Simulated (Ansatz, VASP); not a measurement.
**HfO2 in VASP and in Ansatz**

```xyz
3
Lattice="0.0000 2.5461 2.5461 2.5461 0.0000 2.5461 2.5461 2.5461 0.0000" Properties=species:S:1:pos:R:3 pbc="T T T"
Hf    0.0000    0.0000    0.0000
O     1.2731    1.2731    1.2731
O     3.8192    3.8192    3.8192
```

Alike in both runs: task relaxation of the atoms; functional r2SCAN; k mesh 10 × 10 × 10; occupations fermi-dirac, width 0.02 eV; no spin polarisation.

|  | VASP | Ansatz |
| --- | --- | --- |
| version | VASP 6.6.1 | Ansatz 0.2.0 |
| potentials or method | VASP PAW PBE potentials, release 64 (Hf_pv, O), cutoff 520 eV | PAW plane waves |
| valence electrons in the cell | 22 | 38 |

|  | VASP | Ansatz | Ansatz less VASP |
| --- | --- | --- | --- |
| gap on the k mesh at the Fermi level, each at its own relaxed structure (eV) | 4.25 | 4.25 | -0.006 |

VASP's potentials were made for PBE, not for r2SCAN. VASP's potentials hold 22 valence electrons a cell and Ansatz's 38, so a difference there can come from the potentials and not from the codes. Ansatz's warnings: stress scf threshold loose.

Spin-orbit coupling is off throughout. Noted on VASP's run: the relaxation stopped at its first step, so nothing moved.
